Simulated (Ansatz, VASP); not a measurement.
## ScNb in VASP and in Ansatz

```
Nb Sc
1.0
     3.06564    0.00000    0.00000
    -1.53282    2.65493    0.00000
     0.00000    0.00000    5.07219
Nb Sc
1 1
Direct
  0.33333 0.66667 0.50000
  0.00000 0.00000 0.00000
```

Alike in both runs: task single point; functional PBE; k mesh 10 × 10 × 5; occupations fermi-dirac, width 0.05 eV; no spin polarisation.

|  | VASP | Ansatz |
| --- | --- | --- |
| version | VASP 6.6.1 | Ansatz 0.2.0 |
| potentials or method | VASP PAW PBE potentials, release 64 (Nb_sv, Sc_sv) | Ansatz PAW earlier set |
| plane-wave cutoff (eV) | 520 | 920 |
| valence electrons in the cell | 24 | 24 |

|  | VASP | Ansatz | Ansatz less VASP |
| --- | --- | --- | --- |
| gap on the k mesh at the Fermi level (eV) | none | none | - |
| pressure (GPa) | -0.2 | -0.2 | +0.06 |
| traceless stress, the component that is largest in VASP (GPa) | -0.35 | -0.40 | -0.046 |

A gap of «none» marks a metal or a gap that the smearing closes.
